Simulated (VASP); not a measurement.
# Al in VASP: single point with PBEsol

Aim: the single point of Al with PBEsol.

All numbers are computed with VASP 6.6.1; they aren't measurements. Logs are shortened: lines on timing, memory, paths and dates and some standing lists are left out, and cuts for length are marked.

### Step 1. The cell of the first run

The cell holds a slab with vacuum, 16 atoms: a = 5.679 Å, b = 5.679 Å, c = 21.955 Å, α = 90.00°, β = 90.00°, γ = 120.00°.

### Step 2. Single point, PBEsol

Input file INCAR:

```
ALGO = Normal
DIPOL = 0.5 0.5 0.499
EDIFF = 1E-6
ENCUT = 520
GGA = PS
IDIPOL = 3
ISIF = 2
ISMEAR = 0
LASPH = T
LCHARG = F
LDIPOL = T
LREAL = Auto
LWAVE = F
NBANDS = 38
NELM = 80
PREC = Accurate
SIGMA = 0.1
```

Input file KPOINTS:

```
k-points
0
Gamma
  6 6 1
```

Input file POSCAR:

```
Al
1.0
    5.6788540110      0.0000000000      0.0000000000
   -2.8394270055      4.9180318380      0.0000000000
    0.0000000000      0.0000000000     21.9551473254
Al
16
Direct
    0.3333333333      0.1666666667      0.3416055419
    0.3333333333      0.6666666667      0.3416055419
    0.8333333333      0.1666666667      0.3416055419
    0.8333333333      0.6666666667      0.3416055419
    0.6666666667      0.3333333333      0.4472018473
    0.6666666667      0.8333333333      0.4472018473
    0.1666666667      0.3333333333      0.4472018473
    0.1666666667      0.8333333333      0.4472018473
    0.0000137558      0.4998408701      0.5515675073
    0.0001947392     -0.0000441478      0.5515634578
    0.5001599552      0.4999790143      0.5515663370
    0.5001301219     -0.0000964041      0.5515551691
    0.3332572653      0.6664315397      0.6574758329
    0.3334893972      0.1665923815      0.6574626837
    0.8334072587      0.6665965166      0.6574708723
    0.8334147454      0.1665099885      0.6574503746
```

Potentials or basis: VASP PAW PBE potentials, release 64 (Al).

On the command line:

```console
cat potpaw_PBE.64/Al/POTCAR > POTCAR
mpirun -np 1 vasp_std > vasp.out
```

OUTCAR:

```text
EDIFF = 1E-6
   ENCUT = 520
   GGA = PS
   ISIF = 2
   ISMEAR = 0
   LASPH = T
   LREAL = Auto
   NELM = 80
   PREC = Accurate

 ion  position               nearest neighbor table
   1  0.333  0.167  0.342-   7 2.84   3 2.84   3 2.84   2 2.84   2 2.84   4 2.84   4 2.84   5 2.84
                             8 2.84
   2  0.333  0.667  0.342-   8 2.84   4 2.84   4 2.84   3 2.84   1 2.84   1 2.84   3 2.84   6 2.84
                             7 2.84
   3  0.833  0.167  0.342-   5 2.84   1 2.84   1 2.84   2 2.84   4 2.84   4 2.84   2 2.84   7 2.84
                             6 2.84
   4  0.833  0.667  0.342-   6 2.84   2 2.84   2 2.84   1 2.84   3 2.84   3 2.84   1 2.84   8 2.84
                             5 2.84
   5  0.667  0.333  0.447-  11 2.82   9 2.82  12 2.82   3 2.84   7 2.84   7 2.84   6 2.84   6 2.84
                             8 2.84   8 2.84   1 2.84   4 2.84
   6  0.667  0.833  0.447-  12 2.82  11 2.82  10 2.82   4 2.84   8 2.84   8 2.84   7 2.84   5 2.84
                             5 2.84   7 2.84   2 2.84   3 2.84
   7  0.167  0.333  0.447-   9 2.82  10 2.82  11 2.82   1 2.84   5 2.84   5 2.84   6 2.84   8 2.84
                             8 2.84   6 2.84   3 2.84   2 2.84
   8  0.167  0.833  0.447-  10 2.82  12 2.82   9 2.82   2 2.84   6 2.84   6 2.84   5 2.84   7 2.84
                             7 2.84   5 2.84   4 2.84   1 2.84
   9  0.000  0.500  0.552-   7 2.82   5 2.82   8 2.82  12 2.84  11 2.84  10 2.84  10 2.84  11 2.84
                            12 2.84  16 2.84  13 2.84  15 2.85
  10  0.000  1.000  0.552-   8 2.82   7 2.82   6 2.82  12 2.84   9 2.84  11 2.84  11 2.84   9 2.84
                            12 2.84  16 2.84  14 2.84  15 2.85
  11  0.500  0.500  0.552-   5 2.82   6 2.82   7 2.82   9 2.84  12 2.84  10 2.84  10 2.84  12 2.84
                             9 2.84  15 2.84  14 2.84  13 2.85
  12  0.500  1.000  0.552-   6 2.82   5 2.82   8 2.82   9 2.84  11 2.84  10 2.84  10 2.84  11 2.84
                             9 2.84  16 2.84  14 2.84  13 2.85
  13  0.333  0.666  0.657-  16 2.84  15 2.84  14 2.84  14 2.84  15 2.84  16 2.84   9 2.84  11 2.85
                            12 2.85
  14  0.333  0.167  0.657-  13 2.84  15 2.84  16 2.84  16 2.84  15 2.84  13 2.84  10 2.84  11 2.84
                            12 2.84
  15  0.833  0.667  0.657-  16 2.84  13 2.84  14 2.84  14 2.84  13 2.84  16 2.84  11 2.84   9 2.85
                            10 2.85
  16  0.833  0.167  0.657-  13 2.84  15 2.84  14 2.84  14 2.84  15 2.84  13 2.84   9 2.84  10 2.84
                            12 2.84

  LATTYP: Found a hexagonal cell.
 ALAT       =     5.6788540110
 C/A-ratio  =     3.8661228626

  Lattice vectors:

 A1 = (   5.6788540110,   0.0000000000,   0.0000000000)
 A2 = (  -2.8394270055,   4.9180318380,   0.0000000000)
 A3 = (   0.0000000000,   0.0000000000,  21.9551473254)

Analysis of symmetry for initial positions (statically):
=====================================================================
 Subroutine PRICEL returns:
 Original cell was already a primitive cell.

 Routine SETGRP: Setting up the symmetry group for a
 hexagonal supercell.
[... 165 lines left out ...]
  Thomas-Fermi vector in A             =   1.784432
   LORBIT       =      0    0 simple, 1 ext, 2 COOP (PROOUT), +10 PAW based schemes
   GGA     = PS    functional components
   LHFCALC =     F    Hartree Fock is set to
   AEXX    =    0.0000 exact exchange contribution
   IVDW    =     0    specifies the selected vdW correction
   LEPSILON=     F    determine dielectric tensor
   LRPA    =     F    only Hartree local field effects (RPA)
 non-spin polarized calculation
 Gauss-broadening in eV      SIGMA  =   0.10
  energy-cutoff  :      520.00
  volume of cell :      613.18
 maximum number of plane-waves:     16581
   NGX = 21   NGY = 21   NGZ = 81

 dipolmoment           0.000000      0.000000      0.002507 electrons x Angstroem

 number of electron      48.0000001 magnetization

 dipolmoment           0.000000      0.000000     -0.000167 electrons x Angstroem

 Free energy of the ion-electron system (eV)
  ---------------------------------------------------
  ext. energy  EPLUGINS =         0.00000000
  ---------------------------------------------------
  free energy    TOTEN  =       -62.01808626 eV

  energy without entropy =      -61.97598688  energy(sigma->0) =      -61.99703657

 E-fermi :   1.1392     XC(G=0):  -5.1989

 val. band max:        1.1260769512   @ k =  -0.1667   0.3333   0.0000
 cond. band min:       1.2480599243   @ k =   0.5000  -0.1667   0.0000
 fundamental gap:      0.1219829731
 Fermi energy:         1.1391667932

 k-point     1 :       0.0000    0.0000    0.0000
  band No.  band energies     occupation
      1      -9.7906      2.00000
      2      -8.7008      2.00000
      3      -7.0523      2.00000
      4      -4.7688      2.00000
      5      -3.8537      2.00000
      6      -3.8533      2.00000
[... 769 lines left out ...]
     35       4.0794      0.00000
     36       4.0796      0.00000
 [bands above 36 left out]

------------------------ aborting loop because EDIFF is reached ----------------------------------------

 vacuum level on the upper side and lower side of the slab       (xc-potential included)        -0.107        -0.108

  FORCE on cell =-STRESS in cart. coord.  units (eV):
  Direction    XX          YY          ZZ          XY          YZ          ZX
  --------------------------------------------------------------------------------------
  -------------------------------------------------------------------------------------
  Total       -4.2297850     -4.2328037      0.3173454     -0.0001579      0.0031593     -0.0039750
  in kB      -11.0519899    -11.0598774      0.8291908     -0.0004126      0.0082549     -0.0103863
  external PRESSURE =      -7.0942255 kB  Pullay stress =       0.0000000 kB

 VOLUME and BASIS-vectors are now :
 -----------------------------------------------------------------------------
  energy-cutoff  :      520.00
  volume of cell :      613.18
      direct lattice vectors                 reciprocal lattice vectors
     5.678854011  0.000000000  0.000000000     0.176091866  0.101666686  0.000000000
    -2.839427006  4.918031838  0.000000000     0.000000000  0.203333373  0.000000000
     0.000000000  0.000000000 21.955147325     0.000000000  0.000000000  0.045547406

 POSITION                                       TOTAL-FORCE (eV/Angst)
 -----------------------------------------------------------------------------------
      1.41971      0.81967      7.50000         0.000307     -0.000176     -0.019379
     -0.00000      3.27869      7.50000         0.000259     -0.000046     -0.019424
      4.25914      0.81967      7.50000         0.000235     -0.000186     -0.019380
      2.83943      3.27869      7.50000         0.000282     -0.000091     -0.019399
      2.83943      1.63934      9.81838         0.000655     -0.000317      0.022280
      1.41971      4.09836      9.81838         0.001055     -0.000289      0.022368
[... 8 lines left out ...]
      2.84005      3.27834     14.43487         0.000220     -0.000467      0.005313
      4.26005      0.81890     14.43442        -0.000747     -0.000585      0.006470
 -----------------------------------------------------------------------------------
    total drift:                               -0.003417      0.001700     -0.023695

  FREE ENERGIE OF THE ION-ELECTRON SYSTEM (eV)
  ---------------------------------------------------
  free  energy   TOTEN  =       -62.0180862571 eV

  energy  without entropy=      -61.9759868769  energy(sigma->0) =      -61.99703657

 vacuum level on the upper side and lower side of the slab         5.157         5.163
```

OSZICAR:

```text
N       E                     dE             d eps       ncg     rms          rms(c)
DAV:   1     0.142283954717E+03    0.14228E+03   -0.14810E+04  1520   0.917E+02
DAV:   2    -0.536321854888E+02   -0.19592E+03   -0.18193E+03  2042   0.152E+02
DAV:   3    -0.643710173459E+02   -0.10739E+02   -0.10289E+02  1984   0.342E+01
[... 16 lines left out ...]
DAV:  20    -0.620179938220E+02   -0.87782E-04   -0.71754E-06  1502   0.482E-03    0.603E-03
DAV:  21    -0.620180772719E+02   -0.83450E-04   -0.14050E-05  1432   0.433E-03    0.224E-03
DAV:  22    -0.620180844709E+02   -0.71990E-05   -0.68517E-07  1448   0.156E-03    0.215E-03
DAV:  23    -0.620180857274E+02   -0.12565E-05   -0.10236E-07   998   0.114E-03    0.512E-04
DAV:  24    -0.620180862571E+02   -0.52966E-06   -0.43752E-08   978   0.694E-04
   1 F= -.62018086E+02 E0= -.61997037E+02  d E =-.420994E-01
```

stdout:

```text
POSCAR found type information on POSCAR Al
 POSCAR found :  1 types and      16 ions
 scaLAPACK will be used
 -----------------------------------------------------------------------------
|                                                                             |
|                                                                             |
|     You enforced a specific xc type in the INCAR file but a different       |
|     I HOPE YOU KNOW WHAT YOU ARE DOING!                                     |
|                                                                             |
 -----------------------------------------------------------------------------

 LDA part: xc-table for (Slater+PW92), standard interpolation
 POSCAR, INCAR and KPOINTS ok, starting setup
 FFT: planning ... GRIDC
 FFT: planning ... GRID_SOFT
 FFT: planning ... GRID
 WAVECAR not read
 entering main loop
```

It took 27 min on 1 thread of Intel Xeon 8259CL, shared host; peak memory 0.74 GiB.

Results:

| Property | Result |
| --- | --- |
| Free energy | -62.0181 eV |
| Largest force | 0.023 eV/Å |
| Band gap on the k mesh | zero (bands 24 and 25 overlap by 1.11 eV) |

Forces on the atoms (eV/Å):
```
Al   0.000  0.000 -0.019
Al   0.000  0.000 -0.019
Al   0.000  0.000 -0.019
Al   0.000  0.000 -0.019
Al   0.001  0.000  0.022
Al   0.001  0.000  0.022
Al   0.001  0.000  0.023
Al   0.001 -0.001  0.023
Al   0.001  0.003 -0.008
Al  -0.002  0.000 -0.009
Al  -0.002  0.000 -0.008
Al  -0.002 -0.001 -0.008
Al   0.002  0.002  0.004
Al   0.000 -0.001  0.005
Al   0.000  0.000  0.005
Al  -0.001 -0.001  0.006
```

Caveat: the PAW data sets were made with another functional, which shifts forces and pressure a little.
